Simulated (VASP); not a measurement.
A run of VASP 6.6.1 is set up as follows.

Contents of INCAR:

```
SYSTEM = Li4Hf4Se7
PREC = Accurate
ENCUT = 650
EDIFF = 1E-6
ISMEAR = -1
SIGMA = 0.15
LREAL = .False.
LASPH = .True.
NELM = 120
ALGO = Normal
ISIF = 2
LWAVE = .False.
LCHARG = .False.
NBANDS = 60
GGA_COMPAT = .False.
```

The input KPOINTS:

```
Automatic mesh
0
Gamma
  2 2 2
  0 0 0
```

POSCAR

```
Li4Hf4Se7
1.0
    7.4119558916      0.0000000000      0.0000000000
   -3.7059779458      6.4189420939      0.0000000000
    0.0000000000      0.0000000000      6.5995640000
Li Hf Se
4 4 7
Direct
   -0.0157297267     -0.0078648633      0.4913073981
    0.0000000000      0.5000000000      0.5024798557
    0.5078648633     -0.0078648633      0.4913073981
    0.5078648633      0.5157297267      0.4913073981
    0.0136647987      0.0068323993      0.0021062627
    0.0000000000      0.5000000000      0.0028450712
    0.4931676007      0.0068323993      0.0021062627
    0.4931676007      0.4863352013      0.0021062627
    0.1665010927      0.3334989073      0.2526704094
    0.1665010927      0.8330021853      0.2526704094
    0.3336707859      0.6668353930      0.7579561714
    0.6669978147      0.3334989073      0.2526704094
    0.8331646070      0.1663292141      0.7579561714
    0.6666666667      0.8333333333      0.2308573484
    0.8331646070      0.6668353930      0.7579561714
```

Potentials or basis: VASP PAW LDA potentials, release 64 (Li_sv, Hf_pv, Se).

Run with:

```console
$ cat potpaw_LDA.64/Li_sv/POTCAR potpaw_LDA.64/Hf_pv/POTCAR potpaw_LDA.64/Se/POTCAR > POTCAR
$ mpirun -np 1 vasp_std > vasp.out
```

Q: What does it give for the largest force?

A: 0.039 eV/Å.

Q: What does it give for the pressure?

A: -5.0 GPa.

Q: What does it give for the band gap on the k mesh?

A: Zero (bands 47 and 48 overlap by 0.64 eV).

Stress tensor (GPa, compression positive):
```
-5.96  0.00  0.00
 0.00 -5.96  0.00
 0.00  0.00 -3.19
```

Caveat: the k points lie up to 0.49 Å⁻¹ apart, too coarse for converged energies and pressures of a metal; spin-orbit coupling is left out, which moves the levels of the heavy elements.
